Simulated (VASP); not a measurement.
A run of VASP 6.6.1:

INCAR

```
ALGO = Normal
EDIFF = 1E-6
ENCUT = 520
GGA = PE
ISIF = 2
ISMEAR = -1
LASPH = True
LCHARG = True
LELF = True
LREAL = False
LVHAR = True
LWAVE = False
NBANDS = 11
NELM = 80
PREC = Accurate
SIGMA = 0.02
```

The input KPOINTS:

```
k-points
0
Gamma
  10 10 10
```

Contents of POSCAR:

```
MgO
1.0
   -0.0346156901      2.0675517267      2.0675517267
    2.0675517267     -0.0346156901      2.0675517267
    2.0675517267      2.0675517267     -0.0346156901
Mg O
1 1
Direct
    0.0000000000      0.0000000000      0.0000000000
    0.5000000000      0.5000000000      0.5000000000
```

Potentials or basis: VASP PAW PBE potentials, release 64 (Mg, O).

The run is started by

```bash
$ cat potpaw_PBE.64/Mg/POTCAR potpaw_PBE.64/O/POTCAR > POTCAR
$ mpirun -np 1 vasp_std > vasp.out
```

Hardware: 1 thread of Intel(R) Xeon(R) Platinum 8375C CPU @ 2.90GHz (Ice Lake), with other jobs on the host.

Task: Estimate the wall time of this run.

Result: It took 11 s on 1 thread of Intel(R) Xeon(R) Platinum 8375C CPU @ 2.90GHz (Ice Lake) (shared host), peak memory 0.15 GiB. Counts: scf iterations 11, k points 116.
